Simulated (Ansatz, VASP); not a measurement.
CeO2 in VASP and in Ansatz

The input POSCAR:

```
CeO2
1.0
    0.0000000000      2.6819398187      2.6819398187
    2.6819398187      0.0000000000      2.6819398187
    2.6819398187      2.6819398187      0.0000000000
Ce O
1 2
Direct
    0.0000000000      0.0000000000      0.0000000000
    0.2500000000      0.2500000000      0.2500000000
    0.7500000000      0.7500000000      0.7500000000
```

INCAR.step1

```
ALGO     = Normal         # electronic algorithm
EDIFF    = 1E-4           # SCF threshold, eV
ENCUT    = 520            # plane-wave cutoff, eV
GGA      = PE             # functional
ISMEAR   = 0              # smearing method
LASPH    = True           # aspherical terms in the spheres
LCHARG   = False          # write CHGCAR
LREAL    = False          # projectors in reciprocal space
LWAVE    = True           # write WAVECAR
NBANDS   = 19             # bands
NELM     = 60             # most SCF steps
PREC     = Accurate       # precision mode
SIGMA    = 0.05           # smearing width, eV
```

Contents of INCAR.step2:

```
ALGO     = Normal         # electronic algorithm
EDIFF    = 1E-7           # SCF threshold, eV
ENCUT    = 520            # plane-wave cutoff, eV
ISIF     = 2              # what is computed and relaxed
ISMEAR   = 0              # smearing method
ISTART   = 1            
LASPH    = True           # aspherical terms in the spheres
LCHARG   = True           # write CHGCAR
LELF     = True           # ELF
LMIXTAU  = True         
LREAL    = False          # projectors in reciprocal space
LVHAR    = True         
LWAVE    = False          # write WAVECAR
METAGGA  = R2SCAN         # meta-GGA
NBANDS   = 19             # bands
NELM     = 60             # most SCF steps
PREC     = Accurate       # precision mode
SIGMA    = 0.05           # smearing width, eV
```

KPOINTS

```
k-points
0
Gamma
  8 8 8
```

Input for Ansatz:

```yaml
crystal:
  lattice:
    - [0.0, 2.6819398187, 2.6819398187]
    - [2.6819398187, 0.0, 2.6819398187]
    - [2.6819398187, 2.6819398187, 0.0]
  atoms:
    - { symbol: Ce, position: [0.0, 0.0, 0.0] }
    - { symbol: O, position: [0.25, 0.25, 0.25] }
    - { symbol: O, position: [0.75, 0.75, 0.75] }
basis:
  ecutwfc: 500
  ecutrho_ratio: 4
kpoints:
  mp_grid: { grid: [8, 8, 8] }
hamiltonian:
  xc: r2scan
scf:
  occupations: { method: gaussian, width: 0.05 }
output:
  forces: true
  stress: true
  eigenvalues: true
```

Alike in both runs: task single point; functional r2SCAN; k mesh 8 × 8 × 8; occupations gaussian, width 0.05 eV; no spin polarisation.

|  | VASP | Ansatz |
| --- | --- | --- |
| version | VASP 6.6.1 | Ansatz 0.2.0 |
| potentials or method | VASP PAW PBE potentials, release 64 (Ce, O), cutoff 520 eV | scalar-relativistic, plane waves, PAW |
| valence electrons in the cell | 24 | 24 |

VASP gave:

```
gap on the k mesh at the Fermi level (eV) : 2.30
least direct gap on the mesh (eV)         : 2.44
pressure (GPa)                            : 8.3
```

Task: Which values does Ansatz return?

Result: gap on the k mesh at the Fermi level (eV): 2.34; least direct gap on the mesh (eV): 2.48; pressure (GPa): 8.6.

VASP's potentials were made for PBE, not for r2SCAN.

Spin-orbit coupling is off throughout.
